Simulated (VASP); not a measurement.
# Ru (P6_3/mmc) in VASP: further runs

Runs on Ru. Level: PBEsol. Tasks: single point.

Program: VASP 6.6.1. These are calculated values, not measurements. Logs are shortened: lines on timing, memory, paths and dates and some standing lists are left out, and cuts for length are marked.

**1. The cell of the first run**

It takes space group P6_3/mmc (No. 194, hexagonal). Conventional cell: a = 2.665 Å, b = 2.665 Å, c = 4.218 Å, α = 90.00°, β = 90.00°, γ = 120.00°. Ru (site symmetry -6m2) has 12 Ru at 2.61 to 2.67 Å within 3.4 Å.

**2. Single point, PBEsol (strain -0.015 along x and y, -0.015 along z)**

INCAR

```
  ALGO = Fast
  EDIFF = 1E-6
  ENCUT = 520
  GGA = PS
  ISIF = 2
  ISMEAR = 0
  LASPH = True
  LCHARG = True
  LELF = True
  LREAL = False
  LVHAR = True
  LWAVE = False
  NBANDS = 21
  NELM = 80
  PREC = Accurate
  SIGMA = 0.15
```

KPOINTS

```
k-points
0
Gamma
  24 24 12
```

POSCAR

```
Ru
1.0
    2.6652123442      0.0000000000      0.0000000000
   -1.3326061721      2.3081415966      0.0000000000
    0.0000000000      0.0000000000      4.2176715000
Ru
2
Direct
    0.3333333333      0.6666666667      0.2500000000
    0.6666666667      0.3333333333      0.7500000000
```

Potentials or basis: VASP PAW PBE potentials, release 64 (Ru_pv).

Command:

```sh
$ cat potpaw_PBE.64/Ru_pv/POTCAR > POTCAR
$ mpirun -np 1 vasp_std > vasp.out
```

OUTCAR:

```text
EDIFF = 1E-6
   ENCUT = 520
   GGA = PS
   ISIF = 2
   ISMEAR = 0
   LASPH = True
   LREAL = False
   NELM = 80
   PREC = Accurate

 ion  position               nearest neighbor table
   1  0.333  0.667  0.250-   2 2.61   2 2.61   2 2.61   2 2.61   2 2.61   2 2.61
   2  0.667  0.333  0.750-   1 2.61   1 2.61   1 2.61   1 2.61   1 2.61   1 2.61

  LATTYP: Found a hexagonal cell.
 ALAT       =     2.6652123442
 C/A-ratio  =     1.5824898565

  Lattice vectors:

 A1 = (   2.6652123442,   0.0000000000,   0.0000000000)
 A2 = (  -1.3326061721,   2.3081415966,   0.0000000000)
 A3 = (   0.0000000000,   0.0000000000,   4.2176715000)

Analysis of symmetry for initial positions (statically):
=====================================================================
 Subroutine PRICEL returns:
 Original cell was already a primitive cell.

 Routine SETGRP: Setting up the symmetry group for a
 hexagonal supercell.

 Subroutine GETGRP returns: Found 24 space group operations
 (whereof 12 operations were pure point group operations)
 out of a pool of 24 trial point group operations.

The static configuration has the point symmetry D_3d.
 The point group associated with its full space group is D_6h.

Analysis of symmetry for dynamics (positions and initial velocities):
=====================================================================
 Subroutine PRICEL returns:
 Original cell was already a primitive cell.

 Routine SETGRP: Setting up the symmetry group for a
 hexagonal supercell.

 Subroutine GETGRP returns: Found 24 space group operations
 (whereof 12 operations were pure point group operations)
 out of a pool of 24 trial point group operations.

The dynamic configuration has the point symmetry D_3d.
 The point group associated with its full space group is D_6h.

 Subroutine INISYM returns: Found 24 space group operations
 (whereof 12 operations are pure point group operations),
 and found     1 'primitive' translations

----------------------------------------------------------------------------------------

                                     Primitive cell

  volume of cell :      25.9458

  direct lattice vectors                    reciprocal lattice vectors
     2.665212344  0.000000000  0.000000000     0.375204626  0.216624492  0.000000000
    -1.332606172  2.308141597  0.000000000     0.000000000  0.433248983  0.000000000
     0.000000000  0.000000000  4.217671500     0.000000000  0.000000000  0.237097650

  length of vectors
     2.665212344  2.665212344  4.217671500     0.433248983  0.433248983  0.237097650

  position of ions in fractional coordinates (direct lattice)
     0.333333333  0.666666667  0.250000000
     0.666666667  0.333333333  0.750000000

  ion indices of the primitive-cell ions
   primitive index   ion index
                 1           1
                 2           2

----------------------------------------------------------------------------------------

 KPOINTS: k-points

Automatic generation of k-mesh.
 Grid dimensions read from file:
 generate k-points for:   24   24   12

 Generating k-lattice:

  Cartesian coordinates                     Fractional coordinates (reciprocal lattice)
     0.015633526  0.009026020  0.000000000     0.041666667 -0.000000000  0.000000000
     0.000000000  0.018052041  0.000000000     0.000000000  0.041666667  0.000000000
     0.000000000  0.000000000  0.019758137     0.000000000  0.000000000  0.083333333

  Length of vectors
     0.018052041  0.018052041  0.019758137

  Shift w.r.t. Gamma in fractional coordinates (k-lattice)
     0.000000000  0.000000000  0.000000000

 Subroutine IBZKPT returns following result:
 ===========================================

 Found    427 irreducible k-points:

 Following reciprocal coordinates:
            Coordinates               Weight
  0.000000  0.000000  0.000000      1.000000
  0.041667 -0.000000  0.000000      6.000000
  0.083333  0.000000  0.000000      6.000000
  0.125000  0.000000  0.000000      6.000000
  0.166667 -0.000000  0.000000      6.000000
  0.208333  0.000000  0.000000      6.000000
[... 16 lines left out ...]
  0.416667  0.041667  0.000000     12.000000
  0.458333  0.041667  0.000000     12.000000
 [... further k-points ...]
   k-points           NKPTS =    427   k-points in BZ     NKDIM =    427   number of bands    NBANDS=     21
   number of dos      NEDOS =    301   number of ions     NIONS =      2
   total plane-waves  NPLWV =  12800
   dimension x,y,z NGX =    20 NGY =   20 NGZ =   32
   dimension x,y,z NGXF=    40 NGYF=   40 NGZF=   64
   ions per type =               2
   NGX,Y,Z   is equivalent  to a cutoff of  12.48, 12.48, 12.61 a.u.
   NGXF,Y,Z  is equivalent  to a cutoff of  24.95, 24.95, 25.23 a.u.
 SYSTEM =  unknown system
   PREC   = accura    normal or accurate (medium, high low for compatibility)
   ISTART =      0    job   : 0-new  1-cont  2-samecut
   ICHARG =      2    charge: 1-file 2-atom 10-const
   ISPIN  =      1    spin polarized calculation?
   LNONCOLLINEAR =      F non collinear calculations
   LSORBIT =      F    spin-orbit coupling
   LASPH  =      T    aspherical Exc in radial PAW
   ENCUT  =  520.0 eV  38.22 Ry    6.18 a.u.   4.96  4.96  7.84*2*pi/ulx,y,z
   NELM   =     80;   NELMIN=  2; NELMDL= -5     # of ELM steps
   EDIFF  = 0.1E-05   stopping-criterion for ELM
   LREAL  =      F    real-space projection
   EDIFFG = 0.1E-04   stopping-criterion for IOM
   NSW    =      0    number of steps for IOM
   IBRION =     -1    ionic relax: 0-MD 1-quasi-New 2-CG
   NFREE  =      0    steps in history (QN), initial steepest desc. (CG)
   ISIF   =      2    stress and relaxation
   ISYM   =      2    0-nonsym 1-usesym 2-fastsym
   POTIM  = 0.5000    time-step for ionic-motion
   TEBEG  =    0.0;   TEEND  =   0.0 temperature during run
   PSTRESS=    0.0 pullay stress
   NELECT =      28.0000    total number of electrons
   NUPDOWN=      -1.0000    fix difference up-down
   EMIN   =  10.00;   EMAX   =-10.00  energy-range for DOS
   EFERMI =   0.00;   METHOD = LEGACY
   ISMEAR =     0;   SIGMA  =   0.15  broadening in eV -4-tet -1-fermi 0-gaus
   EFERMI_NEDOS =   21; number of points for ismear=-14 and -15
   IALGO  =     68    algorithm
   IMIX   =      4    mixing-type and parameters
     AMIX     =   0.40;   BMIX     =  1.00
     AMIX_MAG =   1.60;   BMIX_MAG =  1.00
  volume/ion in A,a.u.               =      12.97        87.55
  Fermi-wavevector in a.u.,A,eV,Ry     =   1.679211  3.173248 38.365004  2.819748
  Thomas-Fermi vector in A             =   2.763163
   LORBIT       =      0    0 simple, 1 ext, 2 COOP (PROOUT), +10 PAW based schemes
   GGA     = PS    functional components
   LHFCALC =     F    Hartree Fock is set to
   AEXX    =    0.0000 exact exchange contribution
   IVDW    =     0    specifies the selected vdW correction
   LEPSILON=     F    determine dielectric tensor
   LRPA    =     F    only Hartree local field effects (RPA)
 non-spin polarized calculation
 RMM-DIIS sequential band-by-band and
 Gauss-broadening in eV      SIGMA  =   0.15
  energy-cutoff  :      520.00
  volume of cell :       25.95
 maximum number of plane-waves:       732
 NGX is ok and might be reduce to    20
   NGX =  9   NGY =  9   NGZ = 15

 number of electron      27.9999991 magnetization

 Free energy of the ion-electron system (eV)
  ---------------------------------------------------
  ext. energy  EPLUGINS =         0.00000000
  ---------------------------------------------------
  free energy    TOTEN  =       -20.32907088 eV

  energy without entropy =      -20.31041151  energy(sigma->0) =      -20.31974119

 E-fermi :  13.5672     XC(G=0): -14.5647

 val. band max:       13.5620463448   @ k =   0.2500   0.2500   0.2500
 cond. band min:      13.5696504659   @ k =   0.2917   0.0833   0.0000
 fundamental gap:      0.0076041211
 Fermi energy:        13.5672325782

 k-point     1 :       0.0000    0.0000    0.0000
  band No.  band energies     occupation
      1     -30.2389      2.00000
      2     -29.1493      2.00000
      3     -29.1493      2.00000
      4     -28.9526      2.00000
      5     -28.9526      2.00000
      6     -28.9042      2.00000
[... 13 lines left out ...]
     20      23.7744      0.00000
     21      24.4157      0.00000

 k-point     2 :       0.0417   -0.0000    0.0000
  band No.  band energies     occupation
      1     -30.2319      2.00000
      2     -29.1643      2.00000
      3     -29.1544      2.00000
      4     -28.9683      2.00000
      5     -28.9546      2.00000
      6     -28.9074      2.00000
[... 13 lines left out ...]
     20      23.7743      0.00000
     21      24.4062      0.00000

 k-point     3 :       0.0833    0.0000    0.0000
  band No.  band energies     occupation
      1     -30.2113      2.00000
      2     -29.2083      2.00000
      3     -29.1691      2.00000
      4     -29.0141      2.00000
      5     -28.9605      2.00000
      6     -28.9169      2.00000
[... 13 lines left out ...]
     20      23.7742      0.00000
     21      24.3751      0.00000

 k-point     4 :       0.1250    0.0000    0.0000
  band No.  band energies     occupation
      1     -30.1778      2.00000
      2     -29.2784      2.00000
      3     -29.1922      2.00000
      4     -29.0861      2.00000
      5     -28.9703      2.00000
      6     -28.9329      2.00000
[... 13 lines left out ...]
     20      23.7742      0.00000
     21      24.3181      0.00000

 k-point     5 :       0.1667   -0.0000    0.0000
  band No.  band energies     occupation
      1     -30.1324      2.00000
      2     -29.3696      2.00000
      3     -29.2215      2.00000
      4     -29.1784      2.00000
      5     -28.9837      2.00000
      6     -28.9553      2.00000
[... 13 lines left out ...]
     20      23.7741      0.00000
     21      24.2347      0.00000
[... 382 lines left out ...]
     20      23.9839      0.00000
     21      25.0691      0.00000

 k-point    22 :       0.3750    0.0417    0.0000
  band No.  band energies     occupation
      1     -29.9334      2.00000
      2     -29.7648      2.00000
      3     -29.7192      2.00000
      4     -29.3998      2.00000
      5     -29.1774      2.00000
      6     -29.0851      2.00000
[... 13 lines left out ...]
     20      24.6769      0.00000
     21      24.8652      0.00000

 k-point    23 :       0.4167    0.0417    0.0000
  band No.  band energies     occupation
      1     -29.9896      2.00000
      2     -29.7690      2.00000
      3     -29.7093      2.00000
      4     -29.4176      2.00000
      5     -29.2182      2.00000
      6     -29.0951      2.00000
[... 13 lines left out ...]
     20      25.5638      0.00000
     21      26.9640      0.00000

 k-point    24 :       0.4583    0.0417    0.0000
  band No.  band energies     occupation
      1     -30.0186      2.00000
      2     -29.7946      2.00000
      3     -29.6764      2.00000
      4     -29.4268      2.00000
      5     -29.2436      2.00000
      6     -29.1003      2.00000
[... 13 lines left out ...]
     20      25.9723      0.00000
     21      26.6347      0.00000

 [... further k-points ...]

------------------------ aborting loop because EDIFF is reached ----------------------------------------

  FORCE on cell =-STRESS in cart. coord.  units (eV):
  Direction    XX          YY          ZZ          XY          YZ          ZX
  --------------------------------------------------------------------------------------
  -------------------------------------------------------------------------------------
  Total        1.6368594      1.6368594      1.4896607      0.0000000      0.0000000      0.0000000
  in kB      101.0776040    101.0776040     91.9879454      0.0000000      0.0000000      0.0000000
  external PRESSURE =      98.0477178 kB  Pullay stress =       0.0000000 kB

 VOLUME and BASIS-vectors are now :
 -----------------------------------------------------------------------------
  energy-cutoff  :      520.00
  volume of cell :       25.95
      direct lattice vectors                 reciprocal lattice vectors
     2.665212344  0.000000000  0.000000000     0.375204626  0.216624492  0.000000000
    -1.332606172  2.308141597  0.000000000     0.000000000  0.433248983  0.000000000
     0.000000000  0.000000000  4.217671500     0.000000000  0.000000000  0.237097650

 POSITION                                       TOTAL-FORCE (eV/Angst)
 -----------------------------------------------------------------------------------
     -0.00000      1.53876      1.05442        -0.000000     -0.000000      0.000000
      1.33261      0.76938      3.16325         0.000000      0.000000      0.000000
 -----------------------------------------------------------------------------------
    total drift:                               -0.000000      0.000000     -0.000000

  FREE ENERGIE OF THE ION-ELECTRON SYSTEM (eV)
  ---------------------------------------------------
  free  energy   TOTEN  =       -20.3290708830 eV

  energy  without entropy=      -20.3104115068  energy(sigma->0) =      -20.31974119
```

It took 3.7 min on 1 thread of Intel Xeon 8259CL, shared host; peak memory 0.29 GiB.

Results:

```
Free energy            : -20.3291 eV
Pressure               : 9.8 GPa
Band gap on the k mesh : zero (bands 14 and 15 overlap by 3.43 eV)
```

Caveat: the cell differs from its parent crystal (strain -0.015 along x and y, -0.015 along z); the cell stands under pressure; the PAW data sets were made with another functional, which shifts forces and pressure a little.

**3. Single point, PBEsol (strain -0.030 along x and y, +0.030 along z)**

INCAR

```
  ALGO = Fast
  EDIFF = 1E-7
  ENCUT = 520
  GGA = PS
  ISIF = 2
  ISMEAR = 0
  LASPH = True
  LCHARG = False
  LREAL = False
  LWAVE = False
  NBANDS = 21
  NELM = 100
  PREC = Accurate
  SIGMA = 0.15
```

KPOINTS is that of step 2.

POSCAR

```
Ru
1.0
    2.6246253542      0.0000000000      0.0000000000
   -1.3123126771      2.2729922322      0.0000000000
    0.0000000000      0.0000000000      4.4103570000
Ru
2
Direct
    0.3333333333      0.6666666667      0.2500000000
    0.6666666667      0.3333333333      0.7500000000
```

Potentials or basis: VASP PAW PBE potentials, release 64 (Ru_pv).

Command:

```sh
$ cat potpaw_PBE.64/Ru_pv/POTCAR > POTCAR
$ mpirun -np 1 vasp_std > vasp.out
```

Run time: 4.5 min. Hardware: 1 thread of Intel Xeon 8259CL, shared host; peak memory 0.29 GiB.

It converged, with:

| Quantity | Value |
| --- | --- |
| Free energy | -20.2370 eV |
| Pressure | 5.1 GPa |
| Band gap on the k mesh | zero (bands 14 and 15 overlap by 3.17 eV) |

Stress tensor (GPa, compression positive):
```
 15.80   0.00   0.00
  0.00  15.80   0.00
  0.00   0.00 -16.15
```

Levels at points of the mesh, in eV from the Fermi level:
| k point | band 10 | band 11 | band 12 | band 13 | band 14 | band 15 | band 16 | band 17 | band 18 | band 19 |
| --- | --- | --- | --- | --- | --- | --- | --- | --- | --- | --- |
| (0.00, 0.00, 0.00) | -2.69 | -2.69 | -2.11 | -2.11 | -0.98 | -0.98 | 0.58 | 1.27 | 1.27 | 9.79 |
| (0.50, 0.00, 0.00) | -2.72 | -2.57 | -1.90 | -1.67 | 1.77 | 1.91 | 2.22 | 4.36 | 6.48 | 10.25 |
| (0.00, 0.00, 0.50) | -3.19 | -2.73 | -2.73 | -2.73 | -2.73 | 0.58 | 0.58 | 0.58 | 0.58 | 10.25 |
| (0.50, 0.00, 0.50) | -4.99 | -0.89 | -0.89 | 0.47 | 0.47 | 2.09 | 2.09 | 3.52 | 3.52 | 10.24 |

Caveat: the cell differs from its parent crystal (strain -0.030 along x and y, +0.030 along z); the cell stands under pressure; the PAW data sets were made with another functional, which shifts forces and pressure a little.
